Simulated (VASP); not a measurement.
# Te in VASP: single point with PBE+D3(BJ)

Aim: the single point of Te with PBE+D3(BJ).

Everything below comes from runs of VASP 6.6.1. Logs are shortened: lines on timing, memory, paths and dates and some standing lists are left out, and cuts for length are marked.

**1. The cell of the first run**

The cell holds a slab with vacuum, 6 atoms: a = 4.318 Å, b = 4.318 Å, c = 24.945 Å, α = 90.00°, β = 90.00°, γ = 120.00°.

**2. Single point, PBE+D3(BJ)**

INCAR

```
SYSTEM = Te
PREC     = Accurate       ! precision mode
ENCUT    = 520            ! plane-wave cutoff, eV
EDIFF    = 1E-6           ! SCF threshold, eV
ISMEAR   = 0              ! smearing method
SIGMA    = 0.1            ! smearing width, eV
LREAL    = .FALSE.        ! projectors in reciprocal space
LASPH    = .TRUE.         ! aspherical terms in the spheres
NELM     = 100            ! most SCF steps
ALGO     = Normal         ! electronic algorithm
ISIF     = 2              ! what is computed and relaxed
LWAVE    = .FALSE.        ! write WAVECAR
LCHARG   = .TRUE.         ! write CHGCAR
LDIPOL   = .TRUE.       
IDIPOL   = 3            
DIPOL    = 0.5 0.5 0.500
GGA      = PE             ! functional
IVDW     = 12             ! dispersion correction
LELF     = .TRUE.         ! ELF
LVHAR    = .TRUE.       
LVACPOTAV= .TRUE.       
NBANDS   = 27             ! bands
```

KPOINTS

```
Automatic mesh
0
G
  9 9 1
  0 0 0
```

POSCAR

```
Te
1.0
    4.3181152236      0.0000000000      0.0000000000
   -2.1590576118      3.7395974801      0.0000000000
    0.0000000000      0.0000000000     24.9445343752
Te
6
Direct
    0.0000000000      0.2846813401      0.3006670675
    0.2846813401      0.0000000000      0.3804002405
    0.7153186599      0.7153186599      0.4601334135
    0.0000000000      0.2846813401      0.5398665865
    0.2846813401      0.0000000000      0.6195997595
    0.7153186599      0.7153186599      0.6993329325
```

Potentials or basis: VASP PAW PBE potentials, release 64 (Te).

On the command line:

```bash
$ cat potpaw_PBE.64/Te/POTCAR > POTCAR
$ mpirun -np 1 vasp_std > vasp.out
```

OUTCAR:

```text
SYSTEM = Te
   PREC = Accurate
   ENCUT = 520
   EDIFF = 1E-6
   ISMEAR = 0
   LREAL = .FALSE.
   LASPH = .TRUE.
   NELM = 100
   ISIF = 2
   GGA = PE
   IVDW = 12
 IVDW          = 12

 ion  position               nearest neighbor table
   1  0.000  0.285  0.301-   2 2.91   2 3.35   2 3.35
   2  0.285  0.000  0.380-   1 2.91   3 2.91   1 3.35   3 3.35   1 3.35   3 3.35
   3  0.715  0.715  0.460-   4 2.91   2 2.91   2 3.35   4 3.35   4 3.35   2 3.35
   4  0.000  0.285  0.540-   3 2.91   5 2.91   5 3.35   3 3.35   3 3.35   5 3.35
   5  0.285  0.000  0.620-   4 2.91   6 2.91   4 3.35   6 3.35   4 3.35   6 3.35
   6  0.715  0.715  0.699-   5 2.91   5 3.35   5 3.35

  LATTYP: Found a hexagonal cell.
 ALAT       =     4.3181152236
 C/A-ratio  =     5.7767181012

  Lattice vectors:

 A1 = (   4.3181152236,   0.0000000000,   0.0000000000)
 A2 = (  -2.1590576118,   3.7395974801,   0.0000000000)
 A3 = (   0.0000000000,   0.0000000000,  24.9445343752)

Analysis of symmetry for initial positions (statically):
=====================================================================
 Subroutine PRICEL returns:
 Original cell was already a primitive cell.

 Routine SETGRP: Setting up the symmetry group for a
 hexagonal supercell.

 Subroutine GETGRP returns: Found  2 space group operations
 (whereof  2 operations were pure point group operations)
 out of a pool of 24 trial point group operations.

The static configuration has the point symmetry C_2 .

Analysis of symmetry for dynamics (positions and initial velocities):
=====================================================================
 Subroutine PRICEL returns:
 Original cell was already a primitive cell.

 Routine SETGRP: Setting up the symmetry group for a
 hexagonal supercell.

 Subroutine GETGRP returns: Found  2 space group operations
 (whereof  2 operations were pure point group operations)
 out of a pool of 24 trial point group operations.

The dynamic configuration has the point symmetry C_2 .

 Subroutine INISYM returns: Found  2 space group operations
 (whereof  2 operations are pure point group operations),
 and found     1 'primitive' translations

----------------------------------------------------------------------------------------

                                     Primitive cell

  volume of cell :     402.8047

  direct lattice vectors                    reciprocal lattice vectors
     4.318115224  0.000000000  0.000000000     0.231582519  0.133704230  0.000000000
    -2.159057612  3.739597480  0.000000000     0.000000000  0.267408459  0.000000000
     0.000000000  0.000000000 24.944534375     0.000000000  0.000000000  0.040088942

  length of vectors
     4.318115224  4.318115224 24.944534375     0.267408459  0.267408459  0.040088942

  position of ions in fractional coordinates (direct lattice)
     0.000000000  0.284681340  0.300667068
     0.284681340  0.000000000  0.380400241
     0.715318660  0.715318660  0.460133414
     0.000000000  0.284681340  0.539866586
     0.284681340  0.000000000  0.619599759
     0.715318660  0.715318660  0.699332932

  ion indices of the primitive-cell ions
   primitive index   ion index
                 1           1
                 2           2
                 3           3
                 4           4
                 5           5
                 6           6

----------------------------------------------------------------------------------------

 KPOINTS: Automatic mesh

Automatic generation of k-mesh.
 Grid dimensions read from file:
 generate k-points for:    9    9    1

 Generating k-lattice:

  Cartesian coordinates                     Fractional coordinates (reciprocal lattice)
     0.025731391  0.014856026  0.000000000     0.111111111  0.000000000  0.000000000
     0.000000000  0.029712051  0.000000000     0.000000000  0.111111111  0.000000000
     0.000000000  0.000000000  0.040088942     0.000000000  0.000000000  1.000000000

  Length of vectors
     0.029712051  0.029712051  0.040088942

  Shift w.r.t. Gamma in fractional coordinates (k-lattice)
     0.000000000  0.000000000  0.000000000

 Subroutine IBZKPT returns following result:
 ===========================================

 Found     25 irreducible k-points:

 Following reciprocal coordinates:
            Coordinates               Weight
  0.000000  0.000000  0.000000      1.000000
  0.111111  0.000000  0.000000      4.000000
  0.000000  0.111111  0.000000      2.000000
  0.222222 -0.000000  0.000000      4.000000
  0.000000  0.222222  0.000000      2.000000
  0.333333 -0.000000  0.000000      4.000000
[... 16 lines left out ...]
 -0.222222 -0.444444  0.000000      4.000000
  0.444444  0.333333  0.000000      4.000000
   k-points           NKPTS =     25   k-points in BZ     NKDIM =     25   number of bands    NBANDS=     27
   number of dos      NEDOS =    301   number of ions     NIONS =      6
   total plane-waves  NPLWV = 196608
   dimension x,y,z NGX =    32 NGY =   32 NGZ =  192
   dimension x,y,z NGXF=    64 NGYF=   64 NGZF=  384
   ions per type =               6
   NGX,Y,Z   is equivalent  to a cutoff of  12.32, 12.32, 12.80 a.u.
   NGXF,Y,Z  is equivalent  to a cutoff of  24.64, 24.64, 25.59 a.u.
 SYSTEM =  Te
   PREC   = accura    normal or accurate (medium, high low for compatibility)
   ISTART =      0    job   : 0-new  1-cont  2-samecut
   ICHARG =      2    charge: 1-file 2-atom 10-const
   ISPIN  =      1    spin polarized calculation?
   LNONCOLLINEAR =      F non collinear calculations
   LSORBIT =      F    spin-orbit coupling
   LASPH  =      T    aspherical Exc in radial PAW
   ENCUT  =  520.0 eV  38.22 Ry    6.18 a.u.   8.03  8.03 46.38*2*pi/ulx,y,z
   NELM   =    100;   NELMIN=  2; NELMDL= -5     # of ELM steps
   EDIFF  = 0.1E-05   stopping-criterion for ELM
   LREAL  =      F    real-space projection
   EDIFFG = 0.1E-04   stopping-criterion for IOM
   NSW    =      0    number of steps for IOM
   IBRION =     -1    ionic relax: 0-MD 1-quasi-New 2-CG
   NFREE  =      0    steps in history (QN), initial steepest desc. (CG)
   ISIF   =      2    stress and relaxation
   ISYM   =      2    0-nonsym 1-usesym 2-fastsym
   POTIM  = 0.5000    time-step for ionic-motion
   TEBEG  =    0.0;   TEEND  =   0.0 temperature during run
   PSTRESS=    0.0 pullay stress
   NELECT =      36.0000    total number of electrons
   NUPDOWN=      -1.0000    fix difference up-down
   EMIN   =  10.00;   EMAX   =-10.00  energy-range for DOS
   EFERMI =   0.00;   METHOD = LEGACY
   ISMEAR =     0;   SIGMA  =   0.10  broadening in eV -4-tet -1-fermi 0-gaus
   EFERMI_NEDOS =   21; number of points for ismear=-14 and -15
   IALGO  =     38    algorithm
   IMIX   =      4    mixing-type and parameters
     AMIX     =   0.40;   BMIX     =  1.00
     AMIX_MAG =   1.60;   BMIX_MAG =  1.00
  volume/ion in A,a.u.               =      67.13       453.04
  Fermi-wavevector in a.u.,A,eV,Ry     =   0.731943  1.383172  7.289201  0.535741
  Thomas-Fermi vector in A             =   1.824285
   LORBIT       =      0    0 simple, 1 ext, 2 COOP (PROOUT), +10 PAW based schemes
   GGA     = PE    functional components
   LHFCALC =     F    Hartree Fock is set to
   AEXX    =    0.0000 exact exchange contribution
   IVDW    =    12    specifies the selected vdW correction
   LEPSILON=     F    determine dielectric tensor
   LRPA    =     F    only Hartree local field effects (RPA)
 non-spin polarized calculation
 Gauss-broadening in eV      SIGMA  =   0.10
  energy-cutoff  :      520.00
  volume of cell :      402.80
 maximum number of plane-waves:     10890
   NGX = 17   NGY = 17   NGZ = 93

 dipolmoment           0.000000      0.000000      0.000000 electrons x Angstroem

 number of electron      35.9999998 magnetization

 dipolmoment           0.000000      0.000000     -0.000000 electrons x Angstroem

 Free energy of the ion-electron system (eV)
  ---------------------------------------------------
  ext. energy  EPLUGINS =         0.00000000
  ---------------------------------------------------
  free energy    TOTEN  =       -17.83163236 eV

  energy without entropy =      -17.82529253  energy(sigma->0) =      -17.82846244

 E-fermi :   0.4685     XC(G=0):  -5.1131

 val. band max:        0.4405409766   @ k =   0.0000   0.0000   0.0000
 cond. band min:       0.5515968528   @ k =   0.1111   0.0000   0.0000
 fundamental gap:      0.1110558763
 Fermi energy:         0.4684672288

 k-point     1 :       0.0000    0.0000    0.0000
  band No.  band energies     occupation
      1     -13.0291      2.00000
      2     -12.4567      2.00000
      3     -11.3637      2.00000
      4     -10.1180      2.00000
      5      -8.9747      2.00000
      6      -7.9696      2.00000
[... 19 lines left out ...]
     26       4.7706      0.00000
     27       5.1111      0.00000

 k-point     2 :       0.1111    0.0000    0.0000
  band No.  band energies     occupation
      1     -12.9328      2.00000
      2     -12.3672      2.00000
      3     -11.2954      2.00000
      4     -10.0735      2.00000
      5      -9.0068      2.00000
      6      -8.1068      2.00000
[... 19 lines left out ...]
     26       4.8680      0.00000
     27       5.1075      0.00000

 k-point     3 :       0.0000    0.1111    0.0000
  band No.  band energies     occupation
      1     -12.9336      2.00000
      2     -12.3758      2.00000
      3     -11.2910      2.00000
      4     -10.0872      2.00000
      5      -8.9855      2.00000
      6      -8.0981      2.00000
[... 19 lines left out ...]
     26       4.9206      0.00000
     27       5.1565      0.00000

 k-point     4 :       0.2222   -0.0000    0.0000
  band No.  band energies     occupation
      1     -12.6540      2.00000
      2     -12.1113      2.00000
      3     -11.1127      2.00000
      4      -9.9669      2.00000
      5      -9.1303      2.00000
      6      -8.4974      2.00000
[... 19 lines left out ...]
     26       5.1921      0.00000
     27       5.3804      0.00000

 k-point     5 :       0.0000    0.2222    0.0000
  band No.  band energies     occupation
      1     -12.6580      2.00000
      2     -12.1489      2.00000
      3     -11.0901      2.00000
      4     -10.0314      2.00000
      5      -9.0407      2.00000
      6      -8.4585      2.00000
[... 19 lines left out ...]
     26       5.2596      0.00000
     27       5.3474      0.00000

 k-point     6 :       0.3333   -0.0000    0.0000
  band No.  band energies     occupation
      1     -12.2342      2.00000
      2     -11.7386      2.00000
      3     -10.9030      2.00000
      4      -9.8880      2.00000
      5      -9.3562      2.00000
      6      -9.0272      2.00000
[... 444 lines left out ...]
      1     -11.9996      2.00000
      2     -11.5201      2.00000
      3     -10.8170      2.00000
      4      -9.8181      2.00000
      5      -9.5244      2.00000
      6      -9.3104      2.00000
[... 19 lines left out ...]
     26       5.2595      0.00000
     27       5.8268      0.00000

 k-point    22 :       0.3333    0.2222    0.0000
  band No.  band energies     occupation
      1     -11.6376      2.00000
      2     -11.2959      2.00000
      3     -10.7100      2.00000
      4      -9.9508      2.00000
      5      -9.6832      2.00000
      6      -9.5022      2.00000
[... 19 lines left out ...]
     26       5.6849      0.00000
     27       6.3507      0.00000

 k-point    23 :      -0.2222   -0.4444    0.0000
  band No.  band energies     occupation
      1     -11.6496      2.00000
      2     -11.3846      2.00000
      3     -10.5641      2.00000
      4     -10.1954      2.00000
      5      -9.5085      2.00000
      6      -9.4334      2.00000
[... 19 lines left out ...]
     26       5.7921      0.00000
     27       6.3137      0.00000

 k-point    24 :       0.4444    0.3333    0.0000
  band No.  band energies     occupation
      1     -11.6238      2.00000
      2     -11.2416      2.00000
      3     -10.7567      2.00000
      4      -9.8871      2.00000
      5      -9.7026      2.00000
      6      -9.5915      2.00000
[... 19 lines left out ...]
     26       5.7336      0.00000
     27       6.4058      0.00000

 [... further k-points ...]

------------------------ aborting loop because EDIFF is reached ----------------------------------------

 Edisp (eV)   -2.18778

 E8    (eV) :    -1.0326

  FORCE on cell =-STRESS in cart. coord.  units (eV):
  Direction    XX          YY          ZZ          XY          YZ          ZX
  --------------------------------------------------------------------------------------
  -------------------------------------------------------------------------------------
  Total      -2.39143    -2.97900    -3.17163     0.00000    -0.86968     0.00000
  in kB      -9.51206   -11.84912   -12.61535     0.00000    -3.45922     0.00000
  external pressure =      -11.33 kB  Pullay stress =        0.00 kB

 VOLUME and BASIS-vectors are now :
 -----------------------------------------------------------------------------
  energy-cutoff  :      520.00
  volume of cell :      402.80
      direct lattice vectors                 reciprocal lattice vectors
     4.318115224  0.000000000  0.000000000     0.231582519  0.133704230  0.000000000
    -2.159057612  3.739597480  0.000000000     0.000000000  0.267408459  0.000000000
     0.000000000  0.000000000 24.944534375     0.000000000  0.000000000  0.040088942

 POSITION                                       TOTAL-FORCE (eV/Angst)
 -----------------------------------------------------------------------------------
     -0.61464      1.06459      7.50000         0.189488      0.006333      0.776226
      1.22929      0.00000      9.48891         0.054680      0.309854     -0.488288
      1.54441      2.67500     11.47781        -0.244168     -0.523741     -0.834771
     -0.61464      1.06459     13.46672        -0.244168      0.523741      0.834771
      1.22929      0.00000     15.45563         0.054680     -0.309854      0.488288
      1.54441      2.67500     17.44453         0.189488     -0.006333     -0.776226
 -----------------------------------------------------------------------------------
    total drift:                                0.000005      0.000000     -0.000000

  FREE ENERGIE OF THE ION-ELECTRON SYSTEM (eV)
  ---------------------------------------------------
  free  energy   TOTEN  =       -20.0194101048 eV

  energy  without entropy=      -20.0130702803  energy(sigma->0) =      -20.01624019

 vacuum level on the upper side and lower side of the slab         5.376         5.376
```

Run time: 8.1 min. Hardware: 1 thread of Intel Xeon Platinum 8375C at 2.90GHz (Ice Lake), shared host; peak memory 0.57 GiB.

Results:

```
Free energy                : -20.0194 eV
Largest force              : 1.015 eV/Å
Dispersion energy per atom : -0.365 eV
```

Forces in eV/Å, atoms in the order of the input:
```
Te   0.189  0.006  0.776
Te   0.055  0.310 -0.488
Te  -0.244 -0.524 -0.835
Te  -0.244  0.524  0.835
Te   0.055 -0.310  0.488
Te   0.189 -0.006 -0.776
```

Levels at points of the mesh, in eV from the Fermi level:
```
           k point  band 14  band 15  band 16  band 17  band 18  band 19  band 20  band 21  band 22  band 23
(0.00, 0.00, 0.00)    -1.29    -0.83    -0.56    -0.36    -0.13    -0.03     0.80     0.85     1.05     1.25
```

Caveat: spin-orbit coupling is left out, which moves the levels of the heavy elements.
